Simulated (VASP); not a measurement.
A run of VASP 6.6.1 is set up as follows.

Contents of INCAR:

```
SYSTEM = Cu3O2
ALGO = Normal
EDIFF = 1E-6
ENCUT = 520
GGA = PE
ISIF = 2
ISMEAR = 0
ISPIN = 2
LASPH = .TRUE.
LCHARG = .FALSE.
LMAXMIX = 4
LORBIT = 11
LREAL = .FALSE.
LWAVE = .FALSE.
MAGMOM = 1 1 1 0 0
NBANDS = 34
NELM = 150
PREC = Accurate
SIGMA = 0.1
```

File KPOINTS:

```
k-points
0
G
  6 6 4
  0 0 0
```

Contents of POSCAR:

```
Cu3O2
1.0
    3.5351057333      0.0000000000      0.0000000000
   -1.7675528666      3.0614913701      0.0000000000
    0.0000000000      0.0000000000      5.5000502906
Cu O
3 2
Direct
    0.0000000000      0.0000000000      0.0000000000
    0.3333333333      0.6666666667      0.6450000000
    0.6666666667      0.3333333333      0.3550000000
    0.3333333333      0.6666666667      0.2450000000
    0.6666666667      0.3333333333      0.7550000000
```

Potentials or basis: VASP PAW PBE potentials, release 64 (Cu, O).

Run with:

```console
$ cat potpaw_PBE.64/Cu/POTCAR potpaw_PBE.64/O/POTCAR > POTCAR
$ mpirun -np 1 vasp_std > vasp.out
```

**Question.** Predict the largest force.

**Answer.** 0.587 eV/Å.

**Question.** What does it give for the pressure?

**Answer.** -8.1 GPa.

**Question.** Estimate the net moment.

**Answer.** 0.62 μB per cell.

**Question.** What does it give for the site moments?

**Answer.** Cu +0.12, +0.16 (each value once); O +0.10 μB.

Stress tensor (GPa, compression positive):
```
-9.51  0.00  0.00
 0.00 -9.51  0.00
 0.00  0.00 -5.43
```

Caveat: the cell stands under tension.
